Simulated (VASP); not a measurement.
# Sc: single point with PBE

Sc:

```
CELL_PARAMETERS angstrom
-1.87807 1.87807 1.68254
1.87807 -1.87807 1.68254
1.87807 1.87807 -1.68254
ATOMIC_POSITIONS crystal
Sc 0.00000 0.00000 0.00000
```

| Property | Result |
| --- | --- |
| Program | VASP 6.6.1 |
| Task | single point |
| Functional | PBE |
| Potentials or basis | VASP PAW PBE potentials, release 64 (Sc_sv) |
| Cutoff | 520 eV |
| k mesh | 10 × 10 × 10 |
| Occupations | fermi-dirac, width 0.05 eV |
| Spin | no spin polarisation |

```yaml
Pressure: 2.6 GPa
Band_gap_on_the_k_mesh: zero (an odd number of electrons rules out a gap without spin polarisation)
```

Stress tensor (GPa, compression positive):
```
2.19 0.00 0.00
0.00 2.19 0.00
0.00 0.00 3.36
```

Levels at points of the mesh, in eV from the Fermi level:
```csv
k point,band 3,band 4,band 5,band 6,band 7,band 8
"(0.00, 0.00, 0.00)",-27.87,-27.84,-5.31,1.07,1.81,1.81
"(0.50, 0.00, 0.00)",-28.01,-27.88,-1.79,0.04,0.77,2.94
"(0.50, 0.50, 0.00)",-27.95,-27.85,-1.90,0.16,0.89,2.41
"(0.50, 0.50, 0.50)",-28.20,-28.08,-1.42,-1.17,4.02,4.02
```

Run time: 12 s on 1 thread of Intel(R) Xeon(R) Platinum 8488C (Sapphire Rapids), on a shared host, peak memory 0.16 GiB.
